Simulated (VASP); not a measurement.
# Be3Te2Se (C2/m) in VASP: single point with PBE

Aim: the single point of Be3Te2Se with PBE.

All numbers are computed with VASP 6.6.1; they aren't measurements. Logs are shortened: lines on timing, memory, paths and dates and some standing lists are left out, and cuts for length are marked.

## (1) The cell of the first run

Symmetry: C2/m, No. 12, monoclinic system. Conventional cell: a = 5.791 Å, b = 9.039 Å, c = 5.205 Å, α = 90.00°, β = 90.13°, γ = 90.00°. Be (site symmetry 2) has 1 Be at 2.09 Å and 1 Te at 2.43 Å within 2.8 Å. Be (site symmetry 2/m) has 2 Be at 2.09 Å and 4 Te at 2.60 to 2.90 Å within 2.9 Å. Within 3.4 Å of Te (site symmetry 2/m) lie 6 Be at 2.60 to 3.34 Å and 2 Se at 2.90 Å. Within 3.2 Å of Te (site symmetry 2/m) lie 4 Be at 2.43 to 2.90 Å and 2 Se at 2.60 Å. Within 3.4 Å of Se (site symmetry 2/m) lie 4 Te at 2.60 to 2.90 Å.

The cell was built from a structure type or drawn by symmetry, and may not be a known phase.

## (2) Single point, PBE

Input file INCAR:

```
ALGO = Normal ; EDIFF = 1E-6
ENCUT = 600 ; GGA = PE
GGA_COMPAT = False ; ISIF = 2
ISMEAR = 0 ; LASPH = True
LCHARG = False ; LREAL = False
LWAVE = False ; NBANDS = 21
NELM = 120 ; PREC = Accurate
SIGMA = 0.15
```

Input file KPOINTS:

```
k-points
0
Gamma
  2 2 3
```

Input file POSCAR:

```
Be3Te2Se
1.0
    2.8504016926     -4.5192634252      0.5091380052
    2.8504016926      4.5192634252      0.5091380052
   -0.9269987281      0.0000000000      5.1215973838
Be Te Se
3 2 1
Direct
    0.2307659019      0.7692340981      0.0000000000
    0.7692340981      0.2307659019      0.0000000000
    0.0000000000      0.0000000000      0.0000000000
    0.0000000000      0.0000000000      0.5000000000
    0.5000000000      0.5000000000      0.0000000000
    0.5000000000      0.5000000000      0.5000000000
```

Potentials or basis: VASP PAW PBE potentials, release 64 (Be, Te, Se).

Started as:

```sh
> cat potpaw_PBE.64/Be/POTCAR potpaw_PBE.64/Te/POTCAR potpaw_PBE.64/Se/POTCAR > POTCAR
> mpirun -np 1 vasp_std > vasp.out
```

OUTCAR:

```text
EDIFF = 1E-6
   ENCUT = 600
   GGA = PE
   ISIF = 2
   ISMEAR = 0
   LASPH = True
   LREAL = False
   NELM = 120
   PREC = Accurate

 ion  position               nearest neighbor table
   1  0.231  0.769  0.000-   3 2.09   5 2.43
   2  0.769  0.231  0.000-   3 2.09   5 2.43
   3  0.000  0.000  0.000-   1 2.09   2 2.09   4 2.60   4 2.60   5 2.90   5 2.90
   4  0.000  0.000  0.500-   3 2.60   3 2.60   6 2.90   6 2.90
   5  0.500  0.500  0.000-   1 2.43   2 2.43   6 2.60   6 2.60   3 2.90   3 2.90
   6  0.500  0.500  0.500-   5 2.60   5 2.60   4 2.90   4 2.90

  LATTYP: Found a base centered monoclinic cell.
 ALAT       =     5.7910314513
 B/A-ratio  =     1.5607801350
 C/A-ratio  =     0.8987714565
 COS(beta)  =    -0.0023037452

  Lattice vectors:

 A1 = (   2.8504016926,  -4.5192634252,   0.5091380052)
 A2 = (   2.8504016926,   4.5192634252,   0.5091380052)
 A3 = (  -0.9269987281,   0.0000000000,   5.1215973838)

Analysis of symmetry for initial positions (statically):
=====================================================================
 Subroutine PRICEL returns:
 Original cell was already a primitive cell.

 Routine SETGRP: Setting up the symmetry group for a
 base centered monoclinic supercell.

 Subroutine GETGRP returns: Found  4 space group operations
 (whereof  4 operations were pure point group operations)
 out of a pool of  4 trial point group operations.

The static configuration has the point symmetry C_2h.

Analysis of symmetry for dynamics (positions and initial velocities):
=====================================================================
 Subroutine PRICEL returns:
 Original cell was already a primitive cell.

 Routine SETGRP: Setting up the symmetry group for a
 base centered monoclinic supercell.

 Subroutine GETGRP returns: Found  4 space group operations
 (whereof  4 operations were pure point group operations)
 out of a pool of  4 trial point group operations.

The dynamic configuration has the point symmetry C_2h.

 Subroutine INISYM returns: Found  4 space group operations
 (whereof  4 operations are pure point group operations),
 and found     1 'primitive' translations

----------------------------------------------------------------------------------------

                                     Primitive cell

  volume of cell :     136.2158

  direct lattice vectors                    reciprocal lattice vectors
     2.850401693 -4.519263425  0.509138005     0.169920379 -0.110637498  0.030755244
     2.850401693  4.519263425  0.509138005     0.169920379  0.110637498  0.030755244
    -0.926998728  0.000000000  5.121597384    -0.033783570  0.000000000  0.189136826

  length of vectors
     5.367285461  5.367285461  5.204813772     0.205084071  0.205084071  0.192130343

  position of ions in fractional coordinates (direct lattice)
     0.230765902  0.769234098  1.000000000
     0.769234098  0.230765902  1.000000000
     0.000000000  0.000000000  0.000000000
     0.000000000  0.000000000  0.500000000
     0.500000000  0.500000000  1.000000000
     0.500000000  0.500000000  0.500000000

  ion indices of the primitive-cell ions
   primitive index   ion index
                 1           1
                 2           2
                 3           3
                 4           4
                 5           5
                 6           6

----------------------------------------------------------------------------------------

 KPOINTS: k-points

Automatic generation of k-mesh.
 Grid dimensions read from file:
 generate k-points for:    2    2    3

 Generating k-lattice:

  Cartesian coordinates                     Fractional coordinates (reciprocal lattice)
     0.084960190 -0.055318749  0.015377622     0.500000000  0.000000000  0.000000000
     0.084960190  0.055318749  0.015377622     0.000000000  0.500000000  0.000000000
    -0.011261190  0.000000000  0.063045609    -0.000000000 -0.000000000  0.333333333

  Length of vectors
     0.102542036  0.102542036  0.064043448

  Shift w.r.t. Gamma in fractional coordinates (k-lattice)
     0.000000000  0.000000000  0.000000000

 Subroutine IBZKPT returns following result:
 ===========================================

 Found      6 irreducible k-points:

 Following reciprocal coordinates:
            Coordinates               Weight
  0.000000  0.000000  0.000000      1.000000
  0.500000  0.000000  0.000000      2.000000
  0.500000  0.500000  0.000000      1.000000
 -0.000000 -0.000000  0.333333      2.000000
  0.500000  0.000000  0.333333      4.000000
  0.500000  0.500000  0.333333      2.000000
   k-points           NKPTS =      6   k-points in BZ     NKDIM =      6   number of bands    NBANDS=     21
   number of dos      NEDOS =    301   number of ions     NIONS =      6
   total plane-waves  NPLWV =  96768
   dimension x,y,z NGX =    48 NGY =   48 NGZ =   42
   dimension x,y,z NGXF=    96 NGYF=   96 NGZF=   84
   ions per type =               3   2   1
   NGX,Y,Z   is equivalent  to a cutoff of  14.87, 14.87, 13.42 a.u.
   NGXF,Y,Z  is equivalent  to a cutoff of  29.73, 29.73, 26.83 a.u.
 SYSTEM =  unknown system
   PREC   = accura    normal or accurate (medium, high low for compatibility)
   ISTART =      0    job   : 0-new  1-cont  2-samecut
   ICHARG =      2    charge: 1-file 2-atom 10-const
   ISPIN  =      1    spin polarized calculation?
   LNONCOLLINEAR =      F non collinear calculations
   LSORBIT =      F    spin-orbit coupling
   LASPH  =      T    aspherical Exc in radial PAW
   ENCUT  =  600.0 eV  44.10 Ry    6.64 a.u.  10.72 10.72 10.40*2*pi/ulx,y,z
   NELM   =    120;   NELMIN=  2; NELMDL= -5     # of ELM steps
   EDIFF  = 0.1E-05   stopping-criterion for ELM
   LREAL  =      F    real-space projection
   EDIFFG = 0.1E-04   stopping-criterion for IOM
   NSW    =      0    number of steps for IOM
   IBRION =     -1    ionic relax: 0-MD 1-quasi-New 2-CG
   NFREE  =      0    steps in history (QN), initial steepest desc. (CG)
   ISIF   =      2    stress and relaxation
   ISYM   =      2    0-nonsym 1-usesym 2-fastsym
   POTIM  = 0.5000    time-step for ionic-motion
   TEBEG  =    0.0;   TEEND  =   0.0 temperature during run
   PSTRESS=    0.0 pullay stress
   NELECT =      24.0000    total number of electrons
   NUPDOWN=      -1.0000    fix difference up-down
   EMIN   =  10.00;   EMAX   =-10.00  energy-range for DOS
   EFERMI =   0.00;   METHOD = LEGACY
   ISMEAR =     0;   SIGMA  =   0.15  broadening in eV -4-tet -1-fermi 0-gaus
   EFERMI_NEDOS =   21; number of points for ismear=-14 and -15
   IALGO  =     38    algorithm
   IMIX   =      4    mixing-type and parameters
     AMIX     =   0.40;   BMIX     =  1.00
     AMIX_MAG =   1.60;   BMIX_MAG =  1.00
  volume/ion in A,a.u.               =      22.70       153.20
  Fermi-wavevector in a.u.,A,eV,Ry     =   0.917775  1.734343 11.460326  0.842310
  Thomas-Fermi vector in A             =   2.042781
   LORBIT       =      0    0 simple, 1 ext, 2 COOP (PROOUT), +10 PAW based schemes
   GGA     = PE    functional components
   LHFCALC =     F    Hartree Fock is set to
   AEXX    =    0.0000 exact exchange contribution
   IVDW    =     0    specifies the selected vdW correction
   LEPSILON=     F    determine dielectric tensor
   LRPA    =     F    only Hartree local field effects (RPA)
 non-spin polarized calculation
 Gauss-broadening in eV      SIGMA  =   0.15
  energy-cutoff  :      600.00
  volume of cell :      136.22
 maximum number of plane-waves:      4555
 NGX is ok and might be reduce to    48
   NGX = 21   NGY = 21   NGZ = 21

 number of electron      23.9999998 magnetization

 Free energy of the ion-electron system (eV)
  ---------------------------------------------------
  ext. energy  EPLUGINS =         0.00000000
  ---------------------------------------------------
  free energy    TOTEN  =       -17.00172829 eV

  energy without entropy =      -16.99489293  energy(sigma->0) =      -16.99831061

 E-fermi :   4.7803     XC(G=0):  -8.8829

 val. band max:        4.5713403870   @ k =   0.5000   0.5000   0.3333
 cond. band min:       5.0015009444   @ k =  -0.0000  -0.0000   0.3333
 fundamental gap:      0.4301605574
 Fermi energy:         4.7803206836

 k-point     1 :       0.0000    0.0000    0.0000
  band No.  band energies     occupation
      1     -10.4071      2.00000
      2      -6.4500      2.00000
      3      -5.7114      2.00000
      4      -2.6560      2.00000
      5      -1.3615      2.00000
      6      -0.6859      2.00000
[... 13 lines left out ...]
     20      10.0432      0.00000
     21      10.4016      0.00000

 k-point     2 :       0.5000    0.0000    0.0000
  band No.  band energies     occupation
      1     -10.2341      2.00000
      2      -6.7973      2.00000
      3      -6.0601      2.00000
      4      -2.4542      2.00000
      5      -1.2880      2.00000
      6       0.0080      2.00000
[... 13 lines left out ...]
     20      10.0207      0.00000
     21      10.2546      0.00000

 k-point     3 :       0.5000    0.5000    0.0000
  band No.  band energies     occupation
      1     -10.3329      2.00000
      2      -6.4377      2.00000
      3      -5.6580      2.00000
      4      -2.5329      2.00000
      5      -2.0593      2.00000
      6      -1.6562      2.00000
[... 13 lines left out ...]
     20       9.6821      0.00000
     21      10.6737      0.00000

 k-point     4 :      -0.0000   -0.0000    0.3333
  band No.  band energies     occupation
      1      -9.8829      2.00000
      2      -7.9479      2.00000
      3      -5.8548      2.00000
      4      -0.8734      2.00000
      5      -0.5729      2.00000
      6      -0.3818      2.00000
[... 13 lines left out ...]
     20       9.7922      0.00000
     21       9.8871      0.00000

 k-point     5 :       0.5000    0.0000    0.3333
  band No.  band energies     occupation
      1      -9.6883      2.00000
      2      -7.8010      2.00000
      3      -6.6762      2.00000
      4      -1.8974      2.00000
      5      -0.6832      2.00000
      6       0.5141      2.00000
[... 13 lines left out ...]
     20       9.6233      0.00000
     21       9.8173      0.00000

 k-point     6 :       0.5000    0.5000    0.3333
  band No.  band energies     occupation
      1      -9.8122      2.00000
      2      -7.8591      2.00000
      3      -5.8914      2.00000
      4      -1.7221      2.00000
      5      -1.1228      2.00000
      6      -0.4252      2.00000
[... 13 lines left out ...]
     20       9.9395      0.00000
     21       9.9610      0.00000

------------------------ aborting loop because EDIFF is reached ----------------------------------------

  FORCE on cell =-STRESS in cart. coord.  units (eV):
  Direction    XX          YY          ZZ          XY          YZ          ZX
  --------------------------------------------------------------------------------------
  -------------------------------------------------------------------------------------
  Total        0.1073520      0.1596075      0.0176710      0.0000000      0.0000000      0.0778480
  in kB        1.2626798      1.8773109      0.2078476      0.0000000      0.0000000      0.9156523
  external PRESSURE =       1.1159461 kB  Pullay stress =       0.0000000 kB

 VOLUME and BASIS-vectors are now :
 -----------------------------------------------------------------------------
  energy-cutoff  :      600.00
  volume of cell :      136.22
      direct lattice vectors                 reciprocal lattice vectors
     2.850401693 -4.519263425  0.509138005     0.169920379 -0.110637498  0.030755244
     2.850401693  4.519263425  0.509138005     0.169920379  0.110637498  0.030755244
    -0.926998728  0.000000000  5.121597384    -0.033783570  0.000000000  0.189136826

 POSITION                                       TOTAL-FORCE (eV/Angst)
 -----------------------------------------------------------------------------------
      2.85040      2.43348      0.50914         0.000000      0.014347      0.000000
      2.85040     -2.43348      0.50914         0.000000     -0.014347      0.000000
      0.00000      0.00000      0.00000        -0.000000      0.000000     -0.000000
     -0.46350      0.00000      2.56080        -0.000000      0.000000     -0.000000
      2.85040      0.00000      0.50914        -0.000000      0.000000     -0.000000
      2.38690      0.00000      3.06994        -0.000000      0.000000     -0.000000
 -----------------------------------------------------------------------------------
    total drift:                               -0.000000     -0.000000      0.000000

  FREE ENERGIE OF THE ION-ELECTRON SYSTEM (eV)
  ---------------------------------------------------
  free  energy   TOTEN  =       -17.0017282870 eV

  energy  without entropy=      -16.9948929346  energy(sigma->0) =      -16.99831061
```

It took 19 s on 1 thread of Intel Xeon 6975P-C (Granite Rapids), shared host; peak memory 0.29 GiB.

Results:

```
Free energy            : -17.0017 eV
Pressure               : 0.1 GPa
Largest force          : 0.014 eV/Å
Band gap on the k mesh : zero (bands 12 and 13 overlap by 1.14 eV)
```

Forces in eV/Å, atoms in the order of the input:
```
Be   0.000  0.014  0.000
Be   0.000 -0.014  0.000
Be   0.000  0.000  0.000
Te   0.000  0.000  0.000
Te   0.000  0.000  0.000
Se   0.000  0.000  0.000
```

Stress tensor (GPa, compression positive):
```
0.13 0.00 0.09
0.00 0.19 0.00
0.09 0.00 0.02
```

Caveat: the k points lie up to 0.64 Å⁻¹ apart, too coarse for converged energies and pressures of a metal; spin-orbit coupling is left out, which moves the levels of the heavy elements.
